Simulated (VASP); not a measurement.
Al2Cu: single point with PBEsol

Al2Cu:

```
Al Cu
1.0
    -2.03848    2.03848    2.88286
     2.03848   -2.03848    2.88286
     2.03848    2.03848   -2.88286
Al Cu
2 1
Cartesian
  0.0000 2.0385 1.4414
  2.0385 0.0000 1.4414
  0.0000 0.0000 2.8829
```

This cell differs from its parent crystal: volume scaled by 1.02.

* Program: VASP 6.6.1
* Task: single point
* Functional: PBEsol
* Potentials or basis: VASP PAW PBE potentials, release 64 (Al, Cu)
* Cutoff: 520 eV
* k mesh: 14 × 14 × 14
* Occupations: fermi-dirac, width 0.15 eV
* Spin: no spin polarisation
* Dipole correction: no
* Further INCAR settings: ALGO = Normal; EDIFF = 1e-07; NBANDS = 16

| Item | Value |
| --- | --- |
| Pressure | -1.8 GPa |

Levels at points of the mesh, in eV from the Fermi level:
```tsv
k point	band 6	band 7	band 8	band 9	band 10	band 11	band 12	band 13
(0.00, 0.00, 0.00)	-4.00	2.89	2.89	2.89	2.89	2.89	2.89	4.16
(0.50, 0.00, 0.00)	-3.94	-3.94	0.61	0.61	2.90	2.90	3.72	4.32
(0.50, 0.50, 0.00)	-3.84	-3.73	-1.97	-1.97	0.31	1.50	8.99	10.53
```

It took 54 s on 1 thread of AMD EPYC 9R45 96-Core Processor (Zen 5), on a shared host, peak memory 0.19 GiB.

Caveat: the PAW data sets were made with another functional, which shifts forces and pressure a little.
